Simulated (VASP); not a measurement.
Here is a VASP 6.6.1 calculation.

File INCAR:

```
  ALGO = Normal
  EDIFF = 1E-6
  ENCUT = 520
  GGA = PE
  ISIF = 2
  ISMEAR = -1
  LASPH = True
  LCHARG = True
  LELF = True
  LREAL = False
  LVHAR = True
  LWAVE = False
  NBANDS = 33
  NELM = 100
  PREC = Accurate
  SIGMA = 0.02
```

File KPOINTS:

```
k-points
0
Gamma
  8 8 8
```

Contents of POSCAR:

```
TiO2
1.0
   -1.8994431232      1.8994431232      4.8500954596
    1.8994431232     -1.8994431232      4.8500954596
    1.8994431232      1.8994431232     -4.8500954596
Ti O
2 4
Direct
    0.0000000000      0.0000000000      0.0000000000
    0.7500000000      0.2500000000      0.5000000000
    0.2064602605      0.2064602605      0.0000000000
    0.9564602605      0.4564602605      0.5000000000
    0.5435397395      0.0435397395      0.5000000000
    0.7935397395      0.7935397395      0.0000000000
```

Potentials or basis: VASP PAW PBE potentials, release 64 (Ti_sv, O).

Launch:

```bash
$ cat potpaw_PBE.64/Ti_sv/POTCAR potpaw_PBE.64/O/POTCAR > POTCAR
$ mpirun -np 1 vasp_std > vasp.out
```

**Question.** Predict the band gap on the k mesh.

**Answer.** 2.14 eV, indirect (least direct gap 2.41 eV).

**Question.** Estimate the largest force.

**Answer.** 0.018 eV/Å.

**Question.** Predict the pressure.

**Answer.** 0.7 GPa.

Forces in eV/Å, atoms in the order of the input:
```
Ti   0.000  0.000  0.000
Ti   0.000  0.000  0.000
O    0.000  0.000  0.018
O    0.000  0.000  0.018
O    0.000  0.000 -0.018
O    0.000  0.000 -0.018
```

A k mesh can miss the band edges. As with any semilocal functional, this PBE gap is likely too small.
